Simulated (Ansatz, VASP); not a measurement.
## Au: VASP beside Ansatz

The input INCAR:

```
PREC = Accurate
ENCUT = 520
EDIFF = 1E-6
ISMEAR = 0
SIGMA = 0.1
LREAL = False
LASPH = True
NELM = 60
ALGO = Fast
ISIF = 2
LWAVE = False
LCHARG = True
GGA = PE
LELF = True
LVHAR = True
NBANDS = 18
```

File KPOINTS:

```
Automatic mesh
0
Gamma
  16 16 8
```

The input POSCAR:

```
Au
1.0
    2.8154890579      0.0000000000      0.0000000000
   -0.0129553469      2.8201795887      0.0000000000
   -1.1378916452     -1.1854109603      4.9240140333
Au
2
Direct
    0.3271380000      0.3340380000      0.7259450000
    0.6728620000      0.6659620000      0.2740550000
```

Input for Ansatz:

```yaml
crystal:
  lattice:
    - [2.8154890579, 0.0, 0.0]
    - [-0.0129553469, 2.8201795887, 0.0]
    - [-1.1378916452, -1.1854109603, 4.9240140333]
  atoms:
    - { symbol: Au, position: [0.327138, 0.334038, 0.725945] }
    - { symbol: Au, position: [0.672862, 0.665962, 0.274055] }
basis:
  ecutwfc: 420
kpoints:
  mp_grid: { grid: [16, 16, 8] }
hamiltonian:
  xc: pbe
scf:
  occupations: { method: gaussian, width: 0.1 }
output:
  forces: true
  stress: true
  eigenvalues: true
  populations: true
```

Alike in both runs: task single point; functional PBE; k mesh 16 × 16 × 8; occupations gaussian, width 0.1 eV; no spin polarisation.

```csv
,VASP,Ansatz
version,VASP 6.6.1,Ansatz 0.2.0
potentials or method,"VASP PAW PBE potentials, release 64 (Au), cutoff 520 eV","scalar-relativistic, plane waves, PAW"
valence electrons in the cell,22,38
```

```tsv
	VASP	Ansatz	Ansatz less VASP
gap on the k mesh at the Fermi level (eV)	none	none	-
pressure (GPa)	-1.0	-0.8	+0.17
traceless stress, the component that is largest in VASP (GPa)	1.11	1.13	+0.014
rms of the force components (eV/Å)	0.039	0.039	-0.0004
```

Atom by atom the forces differ by 0.001 eV/Å (rms over components). A gap of «none» marks a metal or a gap that the smearing closes. VASP's potentials hold 22 valence electrons a cell and Ansatz's 38, so a difference there can come from the potentials and not from the codes.

Neither program's run includes spin-orbit coupling.
